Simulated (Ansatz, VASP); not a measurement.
## In3SbTe2 in VASP and in Ansatz

```
In Sb Te
1.0
     4.41079    0.00000    0.00000
    -2.20539    3.81985    0.00000
     0.00000    0.00000   10.77090
In Sb Te
3 1 2
Direct
  0.00000 0.00000 0.50000
  0.33333 0.66667 0.15510
  0.66667 0.33333 0.84490
  0.00000 0.00000 0.00000
  0.33333 0.66667 0.66983
  0.66667 0.33333 0.33017
```

Alike in both runs: functional PBE; k mesh 12 × 12 × 4; occupations gaussian, width 0.1 eV; no spin polarisation.

Ansatz relaxed the structure, and its values are those at the end. VASP's run is a single point on that final structure, the one shown.

```csv
,VASP,Ansatz
version,VASP 6.6.1,Ansatz 0.2.0
potentials or method,"VASP PAW PBE potentials, release 64 (In_d, Sb, Te), cutoff 520 eV","scalar-relativistic, plane waves, PAW"
valence electrons in the cell,56,86
```

Ansatz gave:

| Property | Result |
| --- | --- |
| gap on the k mesh at the Fermi level (eV) | none |
| pressure (GPa) | 0.0 |

Task: Which values does VASP return?

Result: gap on the k mesh at the Fermi level (eV): none; pressure (GPa): -0.1.

A gap of «none» marks a metal or a gap that the smearing closes. VASP's potentials hold 56 valence electrons a cell and Ansatz's 86, so a difference there can come from the potentials and not from the codes.

Spin-orbit coupling is off throughout.
